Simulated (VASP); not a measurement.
# TaAs (I4_1md) in VASP: single point with LDA

Aim: the single point of TaAs with LDA.

All numbers are computed with VASP 6.6.1; they aren't measurements. Logs are shortened: lines on timing, memory, paths and dates and some standing lists are left out, and cuts for length are marked.

### Step 1. The cell of the first run

Symmetry: I4_1md, No. 109, tetragonal system. The conventional cell has a = 3.406 Å, b = 3.406 Å, c = 11.508 Å, α = 90.00°, β = 90.00°, γ = 90.00°. Ta (site symmetry 2mm) has 6 As at 2.58 to 2.59 Å and 8 Ta at 3.34 to 3.41 Å within 3.5 Å. Within 3.5 Å of As (site symmetry 2mm) lie 6 Ta at 2.58 to 2.59 Å and 8 As at 3.34 to 3.41 Å.

### Step 2. Single point, LDA

The input, INCAR:

```
SYSTEM = TaAs
PREC     = Accurate       ! precision mode
ENCUT    = 520            ! plane-wave cutoff, eV
EDIFF    = 1E-6           ! SCF threshold, eV
ISMEAR   = -1             ! smearing method
SIGMA    = 0.15           ! smearing width, eV
LREAL    = .FALSE.        ! projectors in reciprocal space
LASPH    = .TRUE.         ! aspherical terms in the spheres
NELM     = 100            ! most SCF steps
ALGO     = Normal         ! electronic algorithm
ISIF     = 2              ! what is computed and relaxed
LWAVE    = .FALSE.        ! write WAVECAR
LCHARG   = .TRUE.         ! write CHGCAR
GGA      = CA             ! functional
LELF     = .TRUE.         ! ELF
LVHAR    = .TRUE.       
NBANDS   = 24             ! bands
```

The input, KPOINTS:

```
Automatic mesh
0
G
  18 18 18
  0 0 0
```

The input, POSCAR:

```
TaAs
1.0
   -1.7029845551      1.7029845551      5.7540651531
    1.7029845551     -1.7029845551      5.7540651531
    1.7029845551      1.7029845551     -5.7540651531
Ta As
2 2
Direct
    0.5003165067      1.0003165067      0.5000000000
    0.7503165067      0.7503165067      0.0000000000
    0.0822829133      0.5822829133      0.5000000000
    0.3322829133      0.3322829133      0.0000000000
```

Potentials or basis: VASP PAW LDA potentials, release 64 (Ta_pv, As).

Command:

```sh
$ cat potpaw_LDA.64/Ta_pv/POTCAR potpaw_LDA.64/As/POTCAR > POTCAR
$ mpirun -np 1 vasp_std > vasp.out
```

OUTCAR:

```text
SYSTEM = TaAs
   PREC = Accurate
   ENCUT = 520
   EDIFF = 1E-6
   ISMEAR = -1
   LREAL = .FALSE.
   LASPH = .TRUE.
   NELM = 100
   ISIF = 2
   GGA = CA

 ion  position               nearest neighbor table
   1  0.500  0.000  0.500-   4 2.58   4 2.58   3 2.59   3 2.59   3 2.59   3 2.59   2 3.34   2 3.34
                             2 3.34   2 3.34
   2  0.750  0.750  0.000-   3 2.58   3 2.58   4 2.59   4 2.59   4 2.59   4 2.59   1 3.34   1 3.34
                             1 3.34   1 3.34
   3  0.082  0.582  0.500-   2 2.58   2 2.58   1 2.59   1 2.59   1 2.59   1 2.59
   4  0.332  0.332  0.000-   1 2.58   1 2.58   2 2.59   2 2.59   2 2.59   2 2.59

  LATTYP: Found a body centered tetragonal cell.
 ALAT       =     3.4059691102
 C/A-ratio  =     3.3788122951

  Lattice vectors:

 A1 = (  -1.7029845551,   1.7029845551,   5.7540651531)
 A2 = (   1.7029845551,  -1.7029845551,   5.7540651531)
 A3 = (   1.7029845551,   1.7029845551,  -5.7540651531)

Analysis of symmetry for initial positions (statically):
=====================================================================
 Subroutine PRICEL returns:
 Original cell was already a primitive cell.

 Routine SETGRP: Setting up the symmetry group for a
 body centered tetragonal supercell.

 Subroutine GETGRP returns: Found  8 space group operations
 (whereof  4 operations were pure point group operations)
 out of a pool of 16 trial point group operations.

The static configuration has the point symmetry C_2v.
 The point group associated with its full space group is C_4v.

Analysis of symmetry for dynamics (positions and initial velocities):
=====================================================================
 Subroutine PRICEL returns:
 Original cell was already a primitive cell.

 Routine SETGRP: Setting up the symmetry group for a
 body centered tetragonal supercell.

 Subroutine GETGRP returns: Found  8 space group operations
 (whereof  4 operations were pure point group operations)
 out of a pool of 16 trial point group operations.

The dynamic configuration has the point symmetry C_2v.
 The point group associated with its full space group is C_4v.

 Subroutine INISYM returns: Found  8 space group operations
 (whereof  4 operations are pure point group operations),
 and found     1 'primitive' translations

----------------------------------------------------------------------------------------
[... 95 lines left out ...]
   ENCUT  =  520.0 eV  38.22 Ry    6.18 a.u.  11.60 11.60 11.60*2*pi/ulx,y,z
   NELM   =    100;   NELMIN=  2; NELMDL= -5     # of ELM steps
   EDIFF  = 0.1E-05   stopping-criterion for ELM
   LREAL  =      F    real-space projection
   EDIFFG = 0.1E-04   stopping-criterion for IOM
   NSW    =      0    number of steps for IOM
   IBRION =     -1    ionic relax: 0-MD 1-quasi-New 2-CG
   NFREE  =      0    steps in history (QN), initial steepest desc. (CG)
   ISIF   =      2    stress and relaxation
   ISYM   =      2    0-nonsym 1-usesym 2-fastsym
   POTIM  = 0.5000    time-step for ionic-motion
   TEBEG  =    0.0;   TEEND  =   0.0 temperature during run
   PSTRESS=    0.0 pullay stress
   NELECT =      32.0000    total number of electrons
   NUPDOWN=      -1.0000    fix difference up-down
   EMIN   =  10.00;   EMAX   =-10.00  energy-range for DOS
   EFERMI =   0.00;   METHOD = LEGACY
   ISMEAR =    -1;   SIGMA  =   0.15  broadening in eV -4-tet -1-fermi 0-gaus
   EFERMI_NEDOS =   21; number of points for ismear=-14 and -15
   IALGO  =     38    algorithm
   IMIX   =      4    mixing-type and parameters
     AMIX     =   0.40;   BMIX     =  1.00
     AMIX_MAG =   1.60;   BMIX_MAG =  1.00
  volume/ion in A,a.u.               =      16.69       112.61
  Fermi-wavevector in a.u.,A,eV,Ry     =   1.281266  2.421242 22.335916  1.641644
  Thomas-Fermi vector in A             =   2.413646
   LORBIT       =      0    0 simple, 1 ext, 2 COOP (PROOUT), +10 PAW based schemes
   GGA     = CA    functional components
   LHFCALC =     F    Hartree Fock is set to
   AEXX    =    0.0000 exact exchange contribution
   IVDW    =     0    specifies the selected vdW correction
   LEPSILON=     F    determine dielectric tensor
   LRPA    =     F    only Hartree local field effects (RPA)
 non-spin polarized calculation
  energy-cutoff  :      520.00
  volume of cell :       66.75
 maximum number of plane-waves:      1820
   NGX = 23   NGY = 23   NGZ = 23

 number of electron      31.9999999 magnetization

 Free energy of the ion-electron system (eV)
  ---------------------------------------------------
  ext. energy  EPLUGINS =         0.00000000
  ---------------------------------------------------
  free energy    TOTEN  =       -38.97524527 eV

  energy without entropy =      -38.91899116  energy(sigma->0) =      -38.94711822

 E-fermi :   7.2963     XC(G=0): -12.2582

 val. band max:        7.2919463181   @ k =  -0.2222   0.5000   0.2222
 cond. band min:       7.2974309484   @ k =  -0.1111   0.5000   0.1111
 fundamental gap:      0.0054846303
 Fermi energy:         7.2962563859

 k-point     1 :       0.0000    0.0000    0.0000
  band No.  band energies     occupation
      1     -27.3603      2.00000
      2     -27.2934      2.00000
      3     -27.2934      2.00000
      4     -27.1267      2.00000
      5     -27.1267      2.00000
      6     -27.0657      2.00000
[... 637 lines left out ...]
     23      12.2741      0.00000
     24      13.0497      0.00000

 [... further k-points ...]

------------------------ aborting loop because EDIFF is reached ----------------------------------------

  FORCE on cell =-STRESS in cart. coord.  units (eV):
  Direction    XX          YY          ZZ          XY          YZ          ZX
  --------------------------------------------------------------------------------------
  -------------------------------------------------------------------------------------
  Total        0.5183475      0.5183475      0.4289388      0.0000000      0.0000000      0.0000000
  in kB       12.4415769     12.4415769     10.2955549      0.0000000      0.0000000      0.0000000
  external PRESSURE =      11.7262363 kB  Pullay stress =       0.0000000 kB

 VOLUME and BASIS-vectors are now :
 -----------------------------------------------------------------------------
  energy-cutoff  :      520.00
  volume of cell :       66.75
      direct lattice vectors                 reciprocal lattice vectors
    -1.702984555  1.702984555  5.754065153     0.000000000  0.293602193  0.086895088
     1.702984555 -1.702984555  5.754065153     0.293602193  0.000000000  0.086895088
     1.702984555  1.702984555 -5.754065153     0.293602193  0.293602193  0.000000000

 POSITION                                       TOTAL-FORCE (eV/Angst)
 -----------------------------------------------------------------------------------
      0.00000      1.70298      0.00364         0.000000      0.000000      0.005880
      0.00000      0.00000      8.63474         0.000000      0.000000      0.005880
      1.70298      0.00000      0.94692         0.000000     -0.000000     -0.005880
      0.00000      0.00000      3.82396        -0.000000      0.000000     -0.005880
 -----------------------------------------------------------------------------------
    total drift:                               -0.000000     -0.000000      0.000223

  FREE ENERGIE OF THE ION-ELECTRON SYSTEM (eV)
  ---------------------------------------------------
  free  energy   TOTEN  =       -38.9752452692 eV

  energy  without entropy=      -38.9189911623  energy(sigma->0) =      -38.94711822
```

Run time: 12 min. Hardware: 1 thread of Intel Xeon 6975P-C (Granite Rapids), shared host; peak memory 0.8 GiB.

Results:

- Free energy: -38.9752 eV
- Pressure: 1.2 GPa
- Largest force: 0.006 eV/Å
- Band gap on the k mesh: zero (bands 16 and 17 overlap by 0.06 eV)

Forces in eV/Å, atoms in the order of the input:
```
Ta   0.000  0.000  0.006
Ta   0.000  0.000  0.006
As   0.000  0.000 -0.006
As   0.000  0.000 -0.006
```

Stress tensor (GPa, compression positive):
```
1.24 0.00 0.00
0.00 1.24 0.00
0.00 0.00 1.03
```

Caveat: spin-orbit coupling is left out, which moves the levels of the heavy elements.
